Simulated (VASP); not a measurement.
Input of a VASP 6.6.1 run:

INCAR

```
PREC     = Accurate       # precision mode
ENCUT    = 500            # plane-wave cutoff, eV
EDIFF    = 1E-6           # SCF threshold, eV
ISMEAR   = 0              # smearing method
SIGMA    = 0.2            # smearing width, eV
LREAL    = F              # projectors in reciprocal space
LASPH    = T              # aspherical terms in the spheres
NELM     = 120            # most SCF steps
ALGO     = Normal         # electronic algorithm
ISIF     = 2              # what is computed and relaxed
LWAVE    = F              # write WAVECAR
LCHARG   = F              # write CHGCAR
GGA      = PS             # functional
NBANDS   = 18             # bands
GGA_COMPAT= F
```

KPOINTS

```
regular mesh
0
Gamma
  7 5 5
```

File POSCAR:

```
TiAl3
1.0
    2.8396770000      0.0000000000      0.0000000000
    0.0000000000      4.6812640000      0.0000000000
    0.0000000000      0.0000000000      4.9007420000
Ti Al
1 3
Direct
    0.0000000000      0.5000000000      0.1659160000
    0.5000000000      0.5000000000      0.6672710000
    0.5000000000      0.0000000000      0.3309120000
    0.0000000000      0.0000000000      0.8359000000
```

Potentials or basis: VASP PAW PBE potentials, release 64 (Ti_sv, Al).

The run is started by

```console
$ cat potpaw_PBE.64/Ti_sv/POTCAR potpaw_PBE.64/Al/POTCAR > POTCAR
$ mpirun -np 1 vasp_std > vasp.out
```

(1) Estimate the pressure.

(2) Estimate the band gap on the k mesh.

(3) What does it give for the largest force?

Answers

(1) -2.4 GPa.

(2) zero (an odd number of electrons rules out a gap without spin polarisation).

(3) 0.041 eV/Å.

Caveat: the PAW data sets were made with another functional, which shifts forces and pressure a little.
